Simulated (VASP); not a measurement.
Crystal: C.

```
C
1.0
     1.57751    0.00000    0.00000
     0.00000    2.54779    0.00000
     0.00000    0.00000    2.82551
C
2
Direct
  0.00000 0.50000 0.67809
  0.50000 0.00000 0.32191
```

The cell was generated, and may not be a known phase.

| Property | Result |
| --- | --- |
| Program | VASP 6.6.1 |
| Task | relaxation of cell and atoms |
| Functional | PBE |
| Potentials or basis | VASP PAW PBE potentials, release 64 (C_h) |
| Cutoff | 1300 eV |
| k mesh | 10 × 6 × 6 |
| Occupations | gaussian, width 0.1 eV |
| Spin | no spin polarisation |

At the start: pressure 54.3 GPa; volume 5.68 Å³/atom.

Question: Where does the relaxation end?

Answer: Over 74 steps the energy falls by 2817.2 meV/atom and the volume is 11.81 Å³/atom (+108.1 %); space group Pmmn (No. 59, to 0.1 Å) before, Immm (No. 71, to 0.1 Å).

The path:
```tsv
step	energy change (eV)	largest force (eV/Å)	pressure (GPa)	volume (Å³)
1	0.0000	0.2992	54.30	11.36
3	-0.4964	0.6187	-4.27	14.63
5	-1.1188	0.6008	-1.13	15.14
7	-1.7993	3.5803	34.13	15.22
9	-1.9942	5.4212	77.94	15.19
11	-2.0152	5.4347	82.80	15.27
13	-2.0477	5.3989	89.95	15.42
15	-2.2626	5.0824	84.16	15.70
17	-3.0417	4.1900	64.86	16.87
19	-4.4994	0.7927	16.38	21.95
21	-4.9765	1.1726	-3.73	27.43
23	-5.0196	1.0280	-2.55	27.67
25	-5.0860	0.9309	7.09	26.58
27	-5.2190	0.8554	5.71	25.92
29	-5.4470	0.4885	0.18	23.08
31	-5.4582	0.4071	2.20	22.78
33	-5.4745	0.2884	4.68	22.59
35	-5.4978	0.0732	-2.57	22.86
37	-5.5123	0.0034	1.16	22.78
39	-5.5251	0.1100	3.93	22.86
41	-5.5373	0.3717	-1.45	23.59
43	-5.5463	0.2853	0.67	23.40
45	-5.5653	0.3156	4.51	23.76
47	-5.5739	0.3196	3.06	23.94
49	-5.5836	0.3334	-3.26	24.72
51	-5.5870	0.3279	-1.26	24.44
53	-5.5969	0.3081	-1.33	24.20
55	-5.6106	0.2022	-1.49	23.24
57	-5.6159	0.1661	0.88	23.01
59	-5.6169	0.1410	2.52	22.85
61	-5.6214	0.1308	2.30	23.01
63	-5.6295	0.0905	1.39	23.72
65	-5.6307	0.0840	-0.49	23.87
67	-5.6319	0.0718	-0.32	23.77
69	-5.6322	0.0087	0.48	23.29
71	-5.6335	0.0310	0.92	23.48
73	-5.6339	0.0234	0.68	23.52
74	-5.6344	0.0005	0.07	23.63
```

Final structure:
```
C
1.0
     1.27480    0.00000    0.00000
     0.00000    3.98883    0.00000
     0.00000    0.00000    4.64660
C
2
Direct
  0.00000 0.50000 0.75003
  0.50000 0.00000 0.24997
```

Caveat: the k points lie up to 0.49 Å⁻¹ apart in the final cell, too coarse for converged energies and pressures of a metal; the volume moved by over 15 % at a fixed basis, so the end points are rough.
